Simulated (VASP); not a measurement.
# CdSe (F-43m) in VASP: further runs, part 2 of 2

VASP 6.6.1. The steps go on from the part before.

## 4. Single point, r2SCAN

This run uses another cell than the first one, of 28.84 Å³/atom, 1.064 times its volume.

The input, POSCAR:

```
CdSe
1.0
    0.0000000000      3.0667875603      3.0667875603
    3.0667875603      0.0000000000      3.0667875603
    3.0667875603      3.0667875603      0.0000000000
Cd Se
1 1
Direct
    0.0000000000      0.0000000000      0.0000000000
    0.7500000000      0.7500000000      0.7500000000
```

The input, INCAR.step1:

```
SYSTEM = CdSe
PREC = Accurate
ENCUT = 520
ISMEAR = 0
SIGMA = 0.02
LREAL = .False.
LASPH = .True.
NELM = 100
NBANDS = 16
GGA = PE
ALGO = Normal
EDIFF = 1E-4
LWAVE = .True.
LCHARG = .False.
```

The input, INCAR.step2:

```
SYSTEM = CdSe
PREC = Accurate
ENCUT = 520
EDIFF = 1E-7
ISMEAR = 0
SIGMA = 0.02
LREAL = .False.
LASPH = .True.
NELM = 100
ALGO = Normal
ISIF = 2
LWAVE = .False.
LCHARG = .True.
METAGGA = R2SCAN
LMIXTAU = .True.
LELF = .True.
LVHAR = .True.
NBANDS = 16
ISTART = 1
```

The input, KPOINTS:

```
Automatic mesh
0
Gamma
  8 8 8
  0 0 0
```

Command:

```console
$ cat potpaw_PBE.64/Cd/POTCAR potpaw_PBE.64/Se/POTCAR > POTCAR
$ cp INCAR.step1 INCAR
$ mpirun -np 1 vasp_std > vasp.out
$ cp INCAR.step2 INCAR
$ mpirun -np 1 vasp_std > vasp.out
```

It took 54 s on 1 thread of Intel Xeon 6975P-C (Granite Rapids), shared host; peak memory 0.19 GiB.

The run converged. Its results:

* Free energy: -35.9157 eV
* Pressure: 0.2 GPa
* Band gap on the k mesh: 1.03 eV, direct

Levels at points of the mesh, in eV from the valence-band top:
| k point | band 7 | band 8 | band 9 | band 10 | band 11 | band 12 |
| --- | --- | --- | --- | --- | --- | --- |
| (0.00, 0.00, 0.00) | 0.00 | 0.00 | 0.00 | 1.03 | 6.47 | 6.47 |
| (0.50, 0.00, 0.00) | -4.28 | -0.72 | -0.72 | 2.83 | 6.92 | 6.92 |
| (0.50, 0.50, 0.00) | -3.97 | -1.80 | -1.80 | 3.50 | 4.13 | 9.57 |

Caveat: the PAW data sets were made with another functional, which shifts forces and pressure a little. r2SCAN opens gaps a little over a GGA but as a rule still falls short of measured ones.

## 5. Single point, r2SCAN (volume scaled by 1.03)

The input, POSCAR:

```
CdSe
1.0
    0.0000000000      3.0971537684      3.0971537684
    3.0971537684      0.0000000000      3.0971537684
    3.0971537684      3.0971537684      0.0000000000
Cd Se
1 1
Direct
    0.0000000000      0.0000000000      0.0000000000
    0.7500000000      0.7500000000      0.7500000000
```

The input, INCAR.step1:

```
SYSTEM = CdSe
PREC = Accurate
ENCUT = 520
ISMEAR = 0
SIGMA = 0.02
LREAL = .FALSE.
LASPH = .TRUE.
NELM = 80
NBANDS = 16
GGA = PE
ALGO = Normal
EDIFF = 1E-4
LWAVE = .TRUE.
LCHARG = .FALSE.
```

The input, INCAR.step2:

```
SYSTEM = CdSe
PREC = Accurate
ENCUT = 520
EDIFF = 1E-6
ISMEAR = 0
SIGMA = 0.02
LREAL = .FALSE.
LASPH = .TRUE.
NELM = 80
ALGO = Normal
ISIF = 2
LWAVE = .FALSE.
LCHARG = .FALSE.
METAGGA = R2SCAN
LMIXTAU = .TRUE.
NBANDS = 16
ISTART = 1
```

The input, KPOINTS:

```
Automatic mesh
0
G
  8 8 8
  0 0 0
```

Potentials or basis: VASP PAW PBE potentials, release 64 (Cd, Se).

Command:

```console
$ cat potpaw_PBE.64/Cd/POTCAR potpaw_PBE.64/Se/POTCAR > POTCAR
$ cp INCAR.step1 INCAR
$ mpirun -np 1 vasp_std > vasp.out
$ cp INCAR.step2 INCAR
$ mpirun -np 1 vasp_std > vasp.out
```

OUTCAR:

```text
SYSTEM = CdSe
   PREC = Accurate
   ENCUT = 520
   EDIFF = 1E-6
   ISMEAR = 0
   LREAL = .FALSE.
   LASPH = .TRUE.
   NELM = 80
   ISIF = 2
   METAGGA = R2SCAN
   ISTART = 1

 ion  position               nearest neighbor table
   1  0.000  0.000  0.000-   2 2.68   2 2.68   2 2.68   2 2.68
   2  0.750  0.750  0.750-   1 2.68   1 2.68   1 2.68   1 2.68

  LATTYP: Found a face centered cubic cell.
 ALAT       =     6.1943075368

  Lattice vectors:

 A1 = (   0.0000000000,   3.0971537684,   3.0971537684)
 A2 = (   3.0971537684,   0.0000000000,   3.0971537684)
 A3 = (   3.0971537684,   3.0971537684,   0.0000000000)

Analysis of symmetry for initial positions (statically):
=====================================================================
 Subroutine PRICEL returns:
 Original cell was already a primitive cell.

 Routine SETGRP: Setting up the symmetry group for a
 face centered cubic supercell.

 Subroutine GETGRP returns: Found 24 space group operations
 (whereof 24 operations were pure point group operations)
 out of a pool of 48 trial point group operations.

The static configuration has the point symmetry T_d .

Analysis of symmetry for dynamics (positions and initial velocities):
=====================================================================
 Subroutine PRICEL returns:
 Original cell was already a primitive cell.

 Routine SETGRP: Setting up the symmetry group for a
 face centered cubic supercell.

 Subroutine GETGRP returns: Found 24 space group operations
 (whereof 24 operations were pure point group operations)
 out of a pool of 48 trial point group operations.

The dynamic configuration has the point symmetry T_d .

 Subroutine INISYM returns: Found 24 space group operations
 (whereof 24 operations are pure point group operations),
 and found     1 'primitive' translations

----------------------------------------------------------------------------------------

                                     Primitive cell

  volume of cell :      59.4180

  direct lattice vectors                    reciprocal lattice vectors
     0.000000000  3.097153768  3.097153768    -0.161438546  0.161438546  0.161438546
     3.097153768  0.000000000  3.097153768     0.161438546 -0.161438546  0.161438546
     3.097153768  3.097153768  0.000000000     0.161438546  0.161438546 -0.161438546

  length of vectors
     4.380036864  4.380036864  4.380036864     0.279619763  0.279619763  0.279619763

  position of ions in fractional coordinates (direct lattice)
     0.000000000  0.000000000  0.000000000
     0.750000000  0.750000000  0.750000000

  ion indices of the primitive-cell ions
   primitive index   ion index
                 1           1
                 2           2

----------------------------------------------------------------------------------------

 KPOINTS: Automatic mesh

Automatic generation of k-mesh.
 Grid dimensions read from file:
 generate k-points for:    8    8    8

 Generating k-lattice:

  Cartesian coordinates                     Fractional coordinates (reciprocal lattice)
    -0.020179818  0.020179818  0.020179818     0.125000000  0.000000000  0.000000000
     0.020179818 -0.020179818  0.020179818     0.000000000  0.125000000  0.000000000
     0.020179818  0.020179818 -0.020179818     0.000000000  0.000000000  0.125000000

  Length of vectors
     0.034952470  0.034952470  0.034952470

  Shift w.r.t. Gamma in fractional coordinates (k-lattice)
     0.000000000  0.000000000  0.000000000

 Subroutine IBZKPT returns following result:
 ===========================================

 Found     29 irreducible k-points:

 Following reciprocal coordinates:
            Coordinates               Weight
  0.000000  0.000000  0.000000      1.000000
  0.125000  0.000000  0.000000      8.000000
  0.250000  0.000000  0.000000      8.000000
  0.375000  0.000000  0.000000      8.000000
  0.500000  0.000000  0.000000      4.000000
  0.125000  0.125000  0.000000      6.000000
[... 16 lines left out ...]
  0.500000  0.250000  0.125000     48.000000
 -0.375000  0.250000  0.125000     24.000000
 [... further k-points ...]
   k-points           NKPTS =     29   k-points in BZ     NKDIM =     29   number of bands    NBANDS=     16
   number of dos      NEDOS =    301   number of ions     NIONS =      2
   total plane-waves  NPLWV =  46656
   dimension x,y,z NGX =    36 NGY =   36 NGZ =   36
   dimension x,y,z NGXF=    72 NGYF=   72 NGZF=   72
   ions per type =               1   1
   NGX,Y,Z   is equivalent  to a cutoff of  13.66, 13.66, 13.66 a.u.
   NGXF,Y,Z  is equivalent  to a cutoff of  27.33, 27.33, 27.33 a.u.
 SYSTEM =  CdSe
   PREC   = accura    normal or accurate (medium, high low for compatibility)
   ISTART =      1    job   : 0-new  1-cont  2-samecut
   ICHARG =      0    charge: 1-file 2-atom 10-const
   ISPIN  =      1    spin polarized calculation?
   LNONCOLLINEAR =      F non collinear calculations
   LSORBIT =      F    spin-orbit coupling
   LASPH  =      T    aspherical Exc in radial PAW
   ENCUT  =  520.0 eV  38.22 Ry    6.18 a.u.   8.14  8.14  8.14*2*pi/ulx,y,z
   NELM   =     80;   NELMIN=  2; NELMDL=  0     # of ELM steps
   EDIFF  = 0.1E-05   stopping-criterion for ELM
   LREAL  =      F    real-space projection
   EDIFFG = 0.1E-04   stopping-criterion for IOM
   NSW    =      0    number of steps for IOM
   IBRION =     -1    ionic relax: 0-MD 1-quasi-New 2-CG
   NFREE  =      0    steps in history (QN), initial steepest desc. (CG)
   ISIF   =      2    stress and relaxation
   ISYM   =      2    0-nonsym 1-usesym 2-fastsym
   POTIM  = 0.5000    time-step for ionic-motion
   TEBEG  =    0.0;   TEEND  =   0.0 temperature during run
   PSTRESS=    0.0 pullay stress
   NELECT =      18.0000    total number of electrons
   NUPDOWN=      -1.0000    fix difference up-down
   EMIN   =  10.00;   EMAX   =-10.00  energy-range for DOS
   EFERMI =   0.00;   METHOD = LEGACY
   ISMEAR =     0;   SIGMA  =   0.02  broadening in eV -4-tet -1-fermi 0-gaus
   EFERMI_NEDOS =   21; number of points for ismear=-14 and -15
   IALGO  =     38    algorithm
   IMIX   =      4    mixing-type and parameters
     AMIX     =   0.40;   BMIX     =  1.00
     AMIX_MAG =   1.60;   BMIX_MAG =  1.00
  volume/ion in A,a.u.               =      29.71       200.49
  Fermi-wavevector in a.u.,A,eV,Ry     =   1.099494  2.077743 16.447910  1.208887
  Thomas-Fermi vector in A             =   2.235890
   LORBIT       =      0    0 simple, 1 ext, 2 COOP (PROOUT), +10 PAW based schemes
   METAGGA = R2SCAN    functional components
   LHFCALC =     F    Hartree Fock is set to
   AEXX    =    0.0000 exact exchange contribution
   IVDW    =     0    specifies the selected vdW correction
   LEPSILON=     F    determine dielectric tensor
   LRPA    =     F    only Hartree local field effects (RPA)
 non-spin polarized calculation
 Gauss-broadening in eV      SIGMA  =   0.02
  energy-cutoff  :      520.00
  volume of cell :       59.42
 maximum number of plane-waves:      1639
 NGX is ok and might be reduce to    36
   NGX = 17   NGY = 17   NGZ = 17

 number of electron      18.0000000 magnetization

 Free energy of the ion-electron system (eV)
  ---------------------------------------------------
  ext. energy  EPLUGINS =         0.00000000
  ---------------------------------------------------
  free energy    TOTEN  =       -35.91032497 eV

  energy without entropy =      -35.91032497  energy(sigma->0) =      -35.91032497

 E-fermi :   0.3105     XC(G=0):  -9.1680

 val. band max:        0.2224112888   @ k =   0.0000   0.0000   0.0000
 cond. band min:       1.1847423642   @ k =   0.0000   0.0000   0.0000
 fundamental gap:      0.9623310755
 Fermi energy:         0.3105040989

 k-point     1 :       0.0000    0.0000    0.0000
  band No.  band energies     occupation
      1     -12.4945      2.00000
      2      -7.7783      2.00000
      3      -7.7783      2.00000
      4      -7.7783      2.00000
      5      -7.4366      2.00000
      6      -7.4366      2.00000
[... 8 lines left out ...]
     15      11.7459      0.00000
     16      11.7459      0.00000
[... 419 lines left out ...]
 k-point    24 :      -0.3750    0.2500    0.1250
  band No.  band energies     occupation
      1     -12.1092      2.00000
      2      -7.6570      2.00000
      3      -7.6380      2.00000
      4      -7.4521      2.00000
      5      -7.4219      2.00000
      6      -7.0956      2.00000
[... 8 lines left out ...]
     15      12.3115      0.00000
     16      13.2843      0.00000

 [... further k-points ...]

------------------------ aborting loop because EDIFF is reached ----------------------------------------

  FORCE on cell =-STRESS in cart. coord.  units (eV):
  Direction    XX          YY          ZZ          XY          YZ          ZX
  --------------------------------------------------------------------------------------
  -------------------------------------------------------------------------------------
  Total       -0.4518836     -0.4518836     -0.4518836      0.0000000      0.0000000      0.0000000
  in kB      -12.1848137    -12.1848137    -12.1848137      0.0000000      0.0000000      0.0000000
  external PRESSURE =     -12.1848137 kB  Pullay stress =       0.0000000 kB

 VOLUME and BASIS-vectors are now :
 -----------------------------------------------------------------------------
  energy-cutoff  :      520.00
  volume of cell :       59.42
      direct lattice vectors                 reciprocal lattice vectors
     0.000000000  3.097153768  3.097153768    -0.161438546  0.161438546  0.161438546
     3.097153768  0.000000000  3.097153768     0.161438546 -0.161438546  0.161438546
     3.097153768  3.097153768  0.000000000     0.161438546  0.161438546 -0.161438546

 POSITION                                       TOTAL-FORCE (eV/Angst)
 -----------------------------------------------------------------------------------
      0.00000      0.00000      0.00000         0.000000      0.000000      0.000000
      4.64573      4.64573      4.64573        -0.000000     -0.000000     -0.000000
 -----------------------------------------------------------------------------------
    total drift:                                0.000000      0.000000      0.000000

  FREE ENERGIE OF THE ION-ELECTRON SYSTEM (eV)
  ---------------------------------------------------
  free  energy   TOTEN  =       -35.9103249742 eV

  energy  without entropy=      -35.9103249742  energy(sigma->0) =      -35.91032497
```

OSZICAR.step1:

```text
N       E                     dE             d eps       ncg     rms          rms(c)
DAV:   1     0.100990896068E+03    0.10099E+03   -0.87931E+03   960   0.100E+03
DAV:   2    -0.193685413440E+01   -0.10293E+03   -0.97621E+02  1128   0.242E+02
DAV:   3    -0.586501307433E+01   -0.39282E+01   -0.39221E+01  1080   0.482E+01
DAV:   4    -0.588339951740E+01   -0.18386E-01   -0.18386E-01  1176   0.320E+00
DAV:   5    -0.588352488287E+01   -0.12537E-03   -0.12536E-03  1104   0.233E-01    0.554E+00
DAV:   6    -0.551858542784E+01    0.36494E+00   -0.55782E-01  1344   0.853E+00    0.447E+00
DAV:   7    -0.549795382108E+01    0.20632E-01   -0.13712E-01  1056   0.244E+00    0.197E+00
DAV:   8    -0.549884981228E+01   -0.89599E-03   -0.12283E-02  1072   0.132E+00    0.240E-01
DAV:   9    -0.549906854495E+01   -0.21873E-03   -0.13710E-03  1120   0.456E-01    0.486E-02
DAV:  10    -0.549913664676E+01   -0.68102E-04   -0.14762E-04   976   0.150E-01
   1 F= -.54991366E+01 E0= -.54991366E+01  d E =-.262911E-12
```

It took 75 s on 1 thread of Intel Xeon 6975P-C (Granite Rapids), shared host; peak memory 0.22 GiB.

Results:

* Free energy: -35.9103 eV
* Pressure: -1.2 GPa
* Band gap on the k mesh: 0.96 eV, direct

Caveat: the cell differs from its parent crystal (volume scaled by 1.03); the PAW data sets were made with another functional, which shifts forces and pressure a little.

## 6. Single point, r2SCAN (volume scaled by 1.06)

The input, POSCAR:

```
CdSe
1.0
    0.0000000000      3.1269359201      3.1269359201
    3.1269359201      0.0000000000      3.1269359201
    3.1269359201      3.1269359201      0.0000000000
Cd Se
1 1
Direct
    0.0000000000      0.0000000000      0.0000000000
    0.7500000000      0.7500000000      0.7500000000
```

The input, INCAR.step1:

```
SYSTEM = CdSe
ALGO = Normal
EDIFF = 1E-4
ENCUT = 520
GGA = PE
ISMEAR = 0
LASPH = .TRUE.
LCHARG = .FALSE.
LREAL = .FALSE.
LWAVE = .TRUE.
NBANDS = 16
NELM = 60
PREC = Accurate
SIGMA = 0.02
```

The input, INCAR.step2:

```
SYSTEM = CdSe
ALGO = Normal
EDIFF = 1E-7
ENCUT = 520
ISIF = 2
ISMEAR = 0
ISTART = 1
LASPH = .TRUE.
LCHARG = .FALSE.
LMIXTAU = .TRUE.
LREAL = .FALSE.
LWAVE = .FALSE.
METAGGA = R2SCAN
NBANDS = 16
NELM = 60
PREC = Accurate
SIGMA = 0.02
```

The input, KPOINTS:

```
k-points
0
G
  8 8 8
  0 0 0
```

Potentials or basis: VASP PAW PBE potentials, release 64 (Cd, Se).

Command:

```console
$ cat potpaw_PBE.64/Cd/POTCAR potpaw_PBE.64/Se/POTCAR > POTCAR
$ cp INCAR.step1 INCAR
$ mpirun -np 1 vasp_std > vasp.out
$ cp INCAR.step2 INCAR
$ mpirun -np 1 vasp_std > vasp.out
```

Run time: 86 s. Hardware: 1 thread of Intel Xeon 6975P-C (Granite Rapids), shared host; peak memory 0.21 GiB.

The run converged. Its results:

```
Free energy            : -35.8904 eV
Pressure               : -2.4 GPa
Band gap on the k mesh : 0.90 eV, direct
```

Levels at points of the mesh, in eV from the valence-band top:
```csv
k point,band 5,band 6,band 7,band 8,band 9,band 10,band 11,band 12,band 13,band 14
"(0.00, 0.00, 0.00)",-7.62,-7.62,0.00,0.00,0.00,0.90,6.46,6.46,6.46,9.93
"(0.50, 0.00, 0.00)",-7.60,-7.37,-3.95,-0.64,-0.64,2.73,6.89,6.89,7.55,10.29
"(0.50, 0.50, 0.00)",-7.57,-7.31,-3.71,-1.61,-1.61,3.59,4.05,9.27,10.44,10.44
```

Caveat: the cell differs from its parent crystal (volume scaled by 1.06); the PAW data sets were made with another functional, which shifts forces and pressure a little.

## 7. The runs side by side

```csv
cell,gap on the mesh (eV),pressure (GPa)
"a = 4.249 Å, angles 60.0°, 2 atoms",1.17,4.0
"a = 4.293 Å, angles 60.0°, 2 atoms",1.10,2.0
"a = 4.337 Å, angles 60.0°, 2 atoms",1.03,0.2
"a = 4.380 Å, angles 60.0°, 2 atoms",0.96,-1.2
"a = 4.422 Å, angles 60.0°, 2 atoms",0.90,-2.4
```

Alike in all rows: task single point; level r2SCAN; potentials or basis VASP PAW PBE potentials, release 64 (Cd, Se); no spin polarisation; k mesh 8 × 8 × 8; cutoff (eV) 520; smearing gaussian 0.02 eV.

Caveats: the PAW data sets were made with another functional, which shifts forces and pressure a little.

Total energies depend on the potentials used, so only differences within one code and one set of settings carry meaning.
